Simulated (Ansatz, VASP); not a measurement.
## One calculation of CuO, two programs

The input INCAR:

```
SYSTEM = CuO
PREC = Accurate ; ENCUT = 820
EDIFF = 1E-6 ; ISMEAR = 0
SIGMA = 0.1 ; LREAL = .False.
LASPH = .True. ; NELM = 120
ALGO = Normal ; ISIF = 2
LWAVE = .False. ; LCHARG = .False.
GGA = PS ; NBANDS = 33
GGA_COMPAT = .False.
```

File KPOINTS:

```
regular mesh
0
Gamma
  1 1 1
  0 0 0
```

Contents of POSCAR:

```
CuO
1.0
    2.9027900792      0.0128346910     -0.0340833917
    0.0522224784      2.8448878033      0.0026072298
   -0.0435563076      0.0226345624      5.2731527454
Cu O
2 2
Direct
    0.5106995731      0.0053434258      0.4983983317
    0.0537874343      0.4780918003     -0.0097061318
   -0.0431909901      0.9791177467      0.2496237619
    1.0253855975      0.0012663399      0.7685903712
```

Input for Ansatz:

```yaml
crystal:
  lattice:
    - [2.9027900792, 0.012834691, -0.0340833917]
    - [0.0522224784, 2.8448878033, 0.0026072298]
    - [-0.0435563076, 0.0226345624, 5.2731527454]
  atoms:
    - { symbol: Cu, position: [0.5106995731, 0.0053434258, 0.4983983317] }
    - { symbol: Cu, position: [0.0537874343, 0.4780918003, -0.0097061318] }
    - { symbol: O, position: [-0.0431909901, 0.9791177467, 0.2496237619] }
    - { symbol: O, position: [1.0253855975, 0.0012663399, 0.7685903712] }
basis:
  ecutwfc: 420
kpoints:
  mp_grid: { grid: [1, 1, 1] }
hamiltonian:
  xc: pbesol
scf:
  occupations: { method: gaussian, width: 0.1 }
output:
  forces: true
  stress: true
  eigenvalues: true
```

Change from the starting cell: kmesh displaced: [1, 1, 1] Gamma-centred.

Alike in both runs: task single point; functional PBEsol; k mesh 1 × 1 × 1; occupations gaussian, width 0.1 eV; no spin polarisation.

|  | VASP | Ansatz |
| --- | --- | --- |
| version | VASP 6.6.1 | Ansatz 0.2.0 |
| potentials or method | VASP PAW PBE potentials, release 64 (Cu_sv_GW, O), cutoff 820 eV | scalar-relativistic, plane waves, PAW |
| valence electrons in the cell | 50 | 50 |

|  | VASP | Ansatz | Ansatz less VASP |
| --- | --- | --- | --- |
| gap on the k mesh at the Fermi level (eV) | 0.06 | 0.06 | 0.000 |
| least direct gap on the mesh (eV) | 0.06 | 0.06 | 0.000 |
| pressure (GPa) | -4.1 | -3.3 | +0.85 |
| traceless stress, the component that is largest in VASP (GPa) | 15.17 | 15.27 | +0.098 |
| rms of the force components (eV/Å) | 1.262 | 1.255 | -0.0077 |

VASP's potentials were made for PBE, not for PBEsol. Atom by atom the forces differ by 0.009 eV/Å (rms over components).

The k mesh is coarse, so the values compare programs but aren't converged.
